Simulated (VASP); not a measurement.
Input of a VASP 6.6.1 run:

File INCAR:

```
PREC = Accurate
ENCUT = 520
EDIFF = 1E-6
ISMEAR = 0
SIGMA = 0.02
LREAL = Auto
LASPH = True
NELM = 150
ALGO = Normal
ISIF = 2
LWAVE = False
LCHARG = False
ISPIN = 2
MAGMOM = 0 0 0 0 0 0 0 0 0 0 0 0 0 0 0
LORBIT = 11
GGA = PE
NELECT = 63.0
NBANDS = 48
```

Contents of KPOINTS:

```
regular mesh
0
Gamma
  2 2 2
```

File POSCAR:

```
Al6SiAs8
1.0
   -4.0023940000     -6.9323500000      0.0000000000
    6.0035910000     -3.4661750000      0.0000000000
    0.0000000000      0.0000000000      6.5778050000
Al Si As
6 1 8
Direct
    0.4935571742      0.3455035949      0.0045858763
    0.2464902751      0.8440985067      0.0107531312
    0.0029669912      0.3429592502     -0.0051362119
   -0.0273190572      0.6663775679      0.4993337443
    0.7332752369      0.8506646120      0.0058665467
    0.7501499296      0.1998329962      0.4846654773
    0.4262792204      0.9786231931      0.5397257900
    0.4616696954      0.3180471519      0.3914743596
    0.4898300179      0.6925079881      0.8533636981
    0.2546491846      0.7539976272      0.3709533803
    0.2588826832      0.1631690930      0.8498863983
    0.0165947689      0.3336664346      0.3725720054
   -0.0105530490      0.6809337178      0.8767272669
    0.7234830867      0.8568064289      0.3827226560
    0.7472718423      0.1842552796      0.8670887933
```

Potentials or basis: VASP PAW PBE potentials, release 64 (Al, Si, As).

The run is started by

```sh
$ cat potpaw_PBE.64/Al/POTCAR potpaw_PBE.64/Si/POTCAR potpaw_PBE.64/As/POTCAR > POTCAR
$ mpirun -np 1 vasp_std > vasp.out
```

What does it give for the largest force?

0.160 eV/Å.

Estimate the net moment.

0.00 μB per cell.

Forces in eV/Å, atoms in the order of the input:
```
Al   0.014  0.014  0.005
Al   0.023  0.004  0.061
Al   0.014 -0.019 -0.013
Al   0.020 -0.071  0.023
Al  -0.007 -0.025  0.026
Al  -0.051  0.009 -0.012
Si  -0.073  0.054  0.060
As   0.145 -0.058 -0.034
As   0.017 -0.003 -0.028
As  -0.036  0.030 -0.032
As   0.033  0.007 -0.022
As  -0.062  0.015 -0.019
As  -0.020  0.017  0.002
As  -0.021  0.007 -0.013
As   0.003  0.020 -0.005
```

Caveat: the k points lie up to 0.48 Å⁻¹ apart; the cell carries a net charge on a neutralising background, which shifts energy and pressure.
